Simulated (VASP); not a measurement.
# MnCu2S4 (C2/m) in VASP: single point with r2SCAN

Aim: the single point of MnCu2S4 with r2SCAN.

Everything below comes from runs of VASP 6.6.1. Logs are shortened: lines on timing, memory, paths and dates and some standing lists are left out, and cuts for length are marked.

**1. The cell of the first run**

Symmetry: C2/m, No. 12, monoclinic system. Conventional cell: a = 13.420 Å, b = 3.458 Å, c = 5.989 Å, α = 90.00°, β = 116.40°, γ = 90.00°. Within 3.3 Å of Mn (site symmetry 2/m) lie 6 S at 2.50 Å and 2 Cu at 3.00 Å. Within 3.3 Å of Cu (site symmetry m) lie 6 S at 2.50 Å and 1 Mn at 3.00 Å. S (site symmetry m) has 3 Cu at 2.50 Å and 2 Mn at 2.50 Å within 3.3 Å. Within 3.3 Å of S (site symmetry m) lie 3 Cu at 2.50 Å and 1 Mn at 2.50 Å.

**2. Single point, r2SCAN**

Input file POSCAR:

```
MnCu2S4
1.0
    0.0000000000      3.4576180200      0.0000000000
    5.9887121300      0.0000000000      0.0000000000
   -2.9838629600      1.7288095200     -6.0098275700
Mn Cu S
1 2 4
Direct
    0.0000000000      0.0000000000      0.0000000000
    0.2500000000      0.7500000000      0.5000000000
    0.7500000000      0.2500000000      0.5000000000
    0.3750000000      0.9583300000      0.2500000000
    0.6250000000      0.0416700000      0.7500000000
    0.8750000000      0.4583300000      0.2500000000
    0.1250000000      0.5416700000      0.7500000000
```

Input file INCAR.step1:

```
SYSTEM = MnCu2S4
PREC     = Accurate       ! precision mode
ENCUT    = 520            ! plane-wave cutoff, eV
ISMEAR   = -1             ! smearing method
SIGMA    = 0.1            ! smearing width, eV
LREAL    = .False.        ! projectors in reciprocal space
LASPH    = .True.         ! aspherical terms in the spheres
NELM     = 80             ! most SCF steps
NBANDS   = 38             ! bands
GGA      = PE             ! functional
ALGO     = Normal         ! electronic algorithm
EDIFF    = 1E-4           ! SCF threshold, eV
LWAVE    = .True.         ! write WAVECAR
LCHARG   = .False.        ! write CHGCAR
```

Input file INCAR.step2:

```
SYSTEM = MnCu2S4
PREC     = Accurate       ! precision mode
ENCUT    = 520            ! plane-wave cutoff, eV
EDIFF    = 1E-6           ! SCF threshold, eV
ISMEAR   = -1             ! smearing method
SIGMA    = 0.1            ! smearing width, eV
LREAL    = .False.        ! projectors in reciprocal space
LASPH    = .True.         ! aspherical terms in the spheres
NELM     = 80             ! most SCF steps
ALGO     = Normal         ! electronic algorithm
ISIF     = 2              ! what is computed and relaxed
LWAVE    = .False.        ! write WAVECAR
LCHARG   = .False.        ! write CHGCAR
METAGGA  = R2SCAN         ! meta-GGA
LMIXTAU  = .True.       
NBANDS   = 38             ! bands
ISTART   = 1
```

Input file KPOINTS:

```
Automatic mesh
0
Gamma
  5 4 5
  0 0 0
```

Potentials or basis: VASP PAW PBE potentials, release 64 (Mn_pv, Cu, S).

Command:

```sh
$ cat potpaw_PBE.64/Mn_pv/POTCAR potpaw_PBE.64/Cu/POTCAR potpaw_PBE.64/S/POTCAR > POTCAR
$ cp INCAR.step1 INCAR
$ mpirun -np 1 vasp_std > vasp.out
$ cp INCAR.step2 INCAR
$ mpirun -np 1 vasp_std > vasp.out
```

OUTCAR:

```text
SYSTEM = MnCu2S4
   PREC = Accurate
   ENCUT = 520
   EDIFF = 1E-6
   ISMEAR = -1
   LREAL = .False.
   LASPH = .True.
   NELM = 80
   ISIF = 2
   METAGGA = R2SCAN
   ISTART = 1

 ion  position               nearest neighbor table
   1  0.000  0.000  0.000-   5 2.50   4 2.50   5 2.50   4 2.50   7 2.50   6 2.50
   2  0.250  0.750  0.500-   4 2.50   7 2.50   6 2.50   5 2.50   5 2.50   6 2.50
   3  0.750  0.250  0.500-   5 2.50   6 2.50   4 2.50   7 2.50   7 2.50   4 2.50
   4  0.375  0.958  0.250-   2 2.50   1 2.50   1 2.50   3 2.50   3 2.50
   5  0.625  0.042  0.750-   3 2.50   1 2.50   1 2.50   2 2.50   2 2.50
   6  0.875  0.458  0.250-   3 2.50   2 2.50   2 2.50   1 2.50
   7  0.125  0.542  0.750-   2 2.50   3 2.50   3 2.50   1 2.50

  LATTYP: Found a base centered monoclinic cell.
 ALAT       =    13.4196073840
 B/A-ratio  =     0.2576541862
 C/A-ratio  =     0.4462658227
 COS(beta)  =    -0.4447019759

  Lattice vectors:

 A1 = (  -2.9838629600,  -1.7288085000,  -6.0098275700)
 A2 = (  -2.9838629600,   1.7288095200,  -6.0098275700)
 A3 = (   5.9887121300,   0.0000000000,   0.0000000000)

Analysis of symmetry for initial positions (statically):
=====================================================================
 Subroutine PRICEL returns:
 Original cell was already a primitive cell.

 Routine SETGRP: Setting up the symmetry group for a
 base centered monoclinic supercell.

 Subroutine GETGRP returns: Found  4 space group operations
 (whereof  4 operations were pure point group operations)
 out of a pool of  4 trial point group operations.

The static configuration has the point symmetry C_2h.

Analysis of symmetry for dynamics (positions and initial velocities):
=====================================================================
 Subroutine PRICEL returns:
 Original cell was already a primitive cell.

 Routine SETGRP: Setting up the symmetry group for a
 base centered monoclinic supercell.

 Subroutine GETGRP returns: Found  4 space group operations
 (whereof  4 operations were pure point group operations)
 out of a pool of  4 trial point group operations.

The dynamic configuration has the point symmetry C_2h.

 Subroutine INISYM returns: Found  4 space group operations
 (whereof  4 operations are pure point group operations),
 and found     1 'primitive' translations

----------------------------------------------------------------------------------------

                                     Primitive cell

  volume of cell :     124.4436

  direct lattice vectors                    reciprocal lattice vectors
     0.000000000  3.457618020  0.000000000     0.000000000  0.289216447  0.083197087
     5.988712130  0.000000000  0.000000000     0.166980810  0.000000000 -0.082905516
    -2.983862960  1.728809520 -6.009827570     0.000000000  0.000000000 -0.166394125

  length of vectors
     3.457618020  5.988712130  6.928942772     0.300945026  0.186429384  0.166394125

  position of ions in fractional coordinates (direct lattice)
     0.000000000  0.000000000  0.000000000
     0.250000000  0.750000000  0.500000000
     0.750000000  0.250000000  0.500000000
     0.375000000  0.958330000  0.250000000
     0.625000000  0.041670000  0.750000000
     0.875000000  0.458330000  0.250000000
     0.125000000  0.541670000  0.750000000

  ion indices of the primitive-cell ions
   primitive index   ion index
                 1           1
                 2           2
                 3           3
                 4           4
                 5           5
                 6           6
                 7           7

----------------------------------------------------------------------------------------

 KPOINTS: Automatic mesh

Automatic generation of k-mesh.
 Grid dimensions read from file:
 generate k-points for:    5    4    5

 Generating k-lattice:

  Cartesian coordinates                     Fractional coordinates (reciprocal lattice)
     0.000000000  0.057843289  0.016639417     0.200000000  0.000000000  0.000000000
     0.041745202  0.000000000 -0.020726379     0.000000000  0.250000000  0.000000000
     0.000000000  0.000000000 -0.033278825     0.000000000  0.000000000  0.200000000

  Length of vectors
     0.060189005  0.046607346  0.033278825

  Shift w.r.t. Gamma in fractional coordinates (k-lattice)
     0.000000000  0.000000000  0.000000000

 Subroutine IBZKPT returns following result:
 ===========================================

 Found     33 irreducible k-points:

 Following reciprocal coordinates:
            Coordinates               Weight
  0.000000  0.000000  0.000000      1.000000
  0.200000  0.000000 -0.000000      4.000000
  0.400000  0.000000 -0.000000      4.000000
  0.000000  0.250000  0.000000      2.000000
  0.200000  0.250000 -0.000000      4.000000
  0.400000  0.250000 -0.000000      4.000000
[... 16 lines left out ...]
 -0.200000  0.500000  0.200000      4.000000
  0.000000 -0.250000  0.200000      2.000000
 [... further k-points ...]
   k-points           NKPTS =     33   k-points in BZ     NKDIM =     33   number of bands    NBANDS=     38
   number of dos      NEDOS =    301   number of ions     NIONS =      7
   total plane-waves  NPLWV =  72576
   dimension x,y,z NGX =    28 NGY =   48 NGZ =   54
   dimension x,y,z NGXF=    56 NGYF=   96 NGZF=  108
   ions per type =               1   2   4
   NGX,Y,Z   is equivalent  to a cutoff of  13.46, 13.32, 12.96 a.u.
   NGXF,Y,Z  is equivalent  to a cutoff of  26.93, 26.65, 25.91 a.u.
 SYSTEM =  MnCu2S4
   PREC   = accura    normal or accurate (medium, high low for compatibility)
   ISTART =      1    job   : 0-new  1-cont  2-samecut
   ICHARG =      0    charge: 1-file 2-atom 10-const
   ISPIN  =      1    spin polarized calculation?
   LNONCOLLINEAR =      F non collinear calculations
   LSORBIT =      F    spin-orbit coupling
   LASPH  =      T    aspherical Exc in radial PAW
   ENCUT  =  520.0 eV  38.22 Ry    6.18 a.u.   6.43 11.14 12.88*2*pi/ulx,y,z
   NELM   =     80;   NELMIN=  2; NELMDL=  0     # of ELM steps
   EDIFF  = 0.1E-05   stopping-criterion for ELM
   LREAL  =      F    real-space projection
   EDIFFG = 0.1E-04   stopping-criterion for IOM
   NSW    =      0    number of steps for IOM
   IBRION =     -1    ionic relax: 0-MD 1-quasi-New 2-CG
   NFREE  =      0    steps in history (QN), initial steepest desc. (CG)
   ISIF   =      2    stress and relaxation
   ISYM   =      2    0-nonsym 1-usesym 2-fastsym
   POTIM  = 0.5000    time-step for ionic-motion
   TEBEG  =    0.0;   TEEND  =   0.0 temperature during run
   PSTRESS=    0.0 pullay stress
   NELECT =      59.0000    total number of electrons
   NUPDOWN=      -1.0000    fix difference up-down
   EMIN   =  10.00;   EMAX   =-10.00  energy-range for DOS
   EFERMI =   0.00;   METHOD = LEGACY
   ISMEAR =    -1;   SIGMA  =   0.10  broadening in eV -4-tet -1-fermi 0-gaus
   EFERMI_NEDOS =   21; number of points for ismear=-14 and -15
   IALGO  =     38    algorithm
   IMIX   =      4    mixing-type and parameters
     AMIX     =   0.40;   BMIX     =  1.00
     AMIX_MAG =   1.60;   BMIX_MAG =  1.00
  volume/ion in A,a.u.               =      17.78       119.97
  Fermi-wavevector in a.u.,A,eV,Ry     =   1.276541  2.412312 22.171459  1.629556
  Thomas-Fermi vector in A             =   2.409191
   LORBIT       =      0    0 simple, 1 ext, 2 COOP (PROOUT), +10 PAW based schemes
   METAGGA = R2SCAN    functional components
   LHFCALC =     F    Hartree Fock is set to
   AEXX    =    0.0000 exact exchange contribution
   IVDW    =     0    specifies the selected vdW correction
   LEPSILON=     F    determine dielectric tensor
   LRPA    =     F    only Hartree local field effects (RPA)
 non-spin polarized calculation
  energy-cutoff  :      520.00
  volume of cell :      124.44
 maximum number of plane-waves:      3374
 NGX is ok and might be reduce to    28
   NGX = 13   NGY = 23   NGZ = 25

 number of electron      58.9999983 magnetization

 Free energy of the ion-electron system (eV)
  ---------------------------------------------------
  ext. energy  EPLUGINS =         0.00000000
  ---------------------------------------------------
  free energy    TOTEN  =       -68.04069183 eV

  energy without entropy =      -67.71057481  energy(sigma->0) =      -67.87563332

 E-fermi :   4.6242     XC(G=0): -10.9669

 val. band max:        4.6225066524   @ k =  -0.2000   0.2500   0.2000
 cond. band min:       4.6359968864   @ k =  -0.4000   0.0000   0.2000
 fundamental gap:      0.0134902340
 Fermi energy:         4.6242410449

 k-point     1 :       0.0000    0.0000    0.0000
  band No.  band energies     occupation
      1     -45.2298      2.00000
      2     -45.1968      2.00000
      3     -45.0924      2.00000
      4      -9.8265      2.00000
      5      -8.4937      2.00000
      6      -8.0464      2.00000
[... 30 lines left out ...]
     37      10.4765      0.00000
     38      10.6209      0.00000

 k-point     2 :       0.2000    0.0000   -0.0000
  band No.  band energies     occupation
      1     -45.2295      2.00000
      2     -45.1964      2.00000
      3     -45.0962      2.00000
      4      -9.4823      2.00000
      5      -8.3805      2.00000
      6      -7.9528      2.00000
[... 30 lines left out ...]
     37      11.3088      0.00000
     38      11.8793      0.00000

 k-point     3 :       0.4000    0.0000   -0.0000
  band No.  band energies     occupation
      1     -45.2291      2.00000
      2     -45.1956      2.00000
      3     -45.1023      2.00000
      4      -8.6558      2.00000
      5      -8.1721      2.00000
      6      -7.8871      2.00000
[... 30 lines left out ...]
     37      11.1900      0.00000
[... 781 lines left out ...]
 k-point    23 :      -0.2000    0.5000    0.2000
  band No.  band energies     occupation
      1     -45.2295      2.00000
      2     -45.1964      2.00000
      3     -45.0962      2.00000
      4      -8.9826      2.00000
      5      -8.6375      2.00000
      6      -8.3197      2.00000
[... 30 lines left out ...]
     37      11.3640      0.00000
     38      12.1237      0.00000

 k-point    24 :       0.0000   -0.2500    0.2000
  band No.  band energies     occupation
      1     -45.2298      2.00000
      2     -45.1968      2.00000
      3     -45.0925      2.00000
      4      -9.6514      2.00000
      5      -8.5266      2.00000
      6      -8.2349      2.00000
[... 30 lines left out ...]
     37      11.1077      0.00000
     38      11.4142      0.00000

 [... further k-points ...]

------------------------ aborting loop because EDIFF is reached ----------------------------------------

  FORCE on cell =-STRESS in cart. coord.  units (eV):
  Direction    XX          YY          ZZ          XY          YZ          ZX
  --------------------------------------------------------------------------------------
  -------------------------------------------------------------------------------------
  Total       -8.6449545     -8.2637707    -14.5788626     -0.0000000      0.0000012      0.5198072
  in kB     -111.3014523   -106.3938137   -187.6989149     -0.0000006      0.0000159      6.6923767
  external PRESSURE =    -135.1313936 kB  Pullay stress =       0.0000000 kB

 VOLUME and BASIS-vectors are now :
 -----------------------------------------------------------------------------
  energy-cutoff  :      520.00
  volume of cell :      124.44
      direct lattice vectors                 reciprocal lattice vectors
     0.000000000  3.457618020  0.000000000     0.000000000  0.289216447  0.083197087
     5.988712130  0.000000000  0.000000000     0.166980810  0.000000000 -0.082905516
    -2.983862960  1.728809520 -6.009827570     0.000000000  0.000000000 -0.166394125

 POSITION                                       TOTAL-FORCE (eV/Angst)
 -----------------------------------------------------------------------------------
      0.00000      0.00000      0.00000        -0.000000      0.000000     -0.000000
      2.99960      1.72881     -3.00491        -0.861707     -0.000000      0.358187
      0.00525      3.45762     -3.00491         0.861707      0.000000     -0.358187
      4.99320      1.72881     -1.50246         0.629554     -0.000000      0.651908
     -1.98835      3.45762     -4.50737        -0.629554      0.000000     -0.651908
      1.99884      3.45762     -1.50246        -0.945552     -0.000000      0.083720
      1.00601      1.72881     -4.50737         0.945552      0.000000     -0.083720
 -----------------------------------------------------------------------------------
    total drift:                                0.000000      0.000000     -0.000000

  FREE ENERGIE OF THE ION-ELECTRON SYSTEM (eV)
  ---------------------------------------------------
  free  energy   TOTEN  =       -68.0406918317 eV

  energy  without entropy=      -67.7105748102  energy(sigma->0) =      -67.87563332
```

It took 12 min on 1 thread of Intel Xeon Platinum 8124M at 3.00GHz (Skylake/Cascade Lake), shared host; peak memory 0.36 GiB.

Results:

- Free energy: -68.0407 eV
- Pressure: -13.5 GPa
- Largest force: 0.949 eV/Å
- Band gap on the k mesh: zero (an odd number of electrons rules out a gap without spin polarisation)

Forces in eV/Å, atoms in the order of the input:
```
Mn   0.000  0.000  0.000
Cu  -0.862  0.000  0.358
Cu   0.862  0.000 -0.358
S    0.630  0.000  0.652
S   -0.630  0.000 -0.652
S   -0.946  0.000  0.084
S    0.946  0.000 -0.084
```

Stress tensor (GPa, compression positive):
```
-11.13   0.00   0.67
  0.00 -10.64   0.00
  0.67   0.00 -18.77
```

Levels at points of the mesh, in eV from the Fermi level:
| k point | band 27 | band 28 | band 29 | band 30 | band 31 | band 32 | band 33 | band 34 |
| --- | --- | --- | --- | --- | --- | --- | --- | --- |
| (0.00, 0.00, 0.00) | -0.48 | -0.35 | 0.05 | 0.12 | 0.26 | 0.26 | 1.83 | 2.02 |
| (0.00, 0.50, 0.00) | -0.75 | -0.33 | 0.13 | 0.33 | 0.37 | 0.48 | 0.92 | 1.73 |

Caveat: the k points lie up to 0.38 Å⁻¹ apart, too coarse for converged energies and pressures of a metal; the PAW data sets were made with another functional, which shifts forces and pressure a little; the run has no spin polarisation, though such a crystal can be magnetic; semilocal functionals often make such compounds metallic where correlation or magnetic order opens a gap, which also shifts bond lengths. With open d or f shells a metallic result of r2SCAN can be an artefact of self-interaction; +U or a hybrid may open a gap.
